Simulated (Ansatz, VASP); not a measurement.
**Two plane-wave programs on Mg**

Contents of INCAR:

```
ALGO = Normal ; EDIFF = 1E-6
ENCUT = 520 ; GGA = RP
ISIF = 2 ; ISMEAR = -1
LASPH = True ; LCHARG = True
LELF = True ; LREAL = False
LVHAR = True ; LWAVE = False
NBANDS = 7 ; NELM = 100
PREC = Accurate ; SIGMA = 0.1
```

File KPOINTS:

```
k-points
0
Gamma
  14 14 14
```

Contents of POSCAR:

```
Mg
1.0
   -1.7847602196      1.7847602196      1.7847602196
    1.7847602196     -1.7847602196      1.7847602196
    1.7847602196      1.7847602196     -1.7847602196
Mg
1
Direct
    0.0000000000      0.0000000000      0.0000000000
```

Input for Ansatz:

```yaml
crystal:
  lattice:
    - [-1.7847602196, 1.7847602196, 1.7847602196]
    - [1.7847602196, -1.7847602196, 1.7847602196]
    - [1.7847602196, 1.7847602196, -1.7847602196]
  atoms:
    - { symbol: Mg, position: [0.0, 0.0, 0.0] }
hamiltonian:
  xc: rpbe
  pseudopotentials:
    kind: paw
    azcp:
      Mg: "pseudopotentials/Mg.paw.azcp"
basis:
  ecutwfc: 420
  fft_grid_basis: typed
kpoints:
  mp_grid: { grid: [14, 14, 14], shift: [0, 0, 0] }
magnetization:
  spin_polarized: false
scf:
  occupations: { method: fermi_dirac, width: 0.1 }
  lower_state_search: "off"
output:
  stress: true
  write_density: true
  write_potential: true
  elf: true
  volumetric_format: npy
```

Alike in both runs: task single point; functional RPBE; k mesh 14 × 14 × 14; occupations fermi-dirac, width 0.1 eV; no spin polarisation.

|  | VASP | Ansatz |
| --- | --- | --- |
| version | VASP 6.6.1 | Ansatz 0.2.0 |
| potentials or method | VASP PAW PBE potentials, release 64 (Mg), cutoff 520 eV | plane waves (420 eV) with PAW, scalar-relativistic |
| valence electrons in the cell | 2 | 10 |

|  | VASP | Ansatz | Ansatz less VASP |
| --- | --- | --- | --- |
| pressure (GPa) | 1.3 | 1.5 | +0.20 |

VASP's potentials were made for PBE, not for RPBE. VASP's potentials hold 2 valence electrons a cell and Ansatz's 10, so a difference there can come from the potentials and not from the codes.
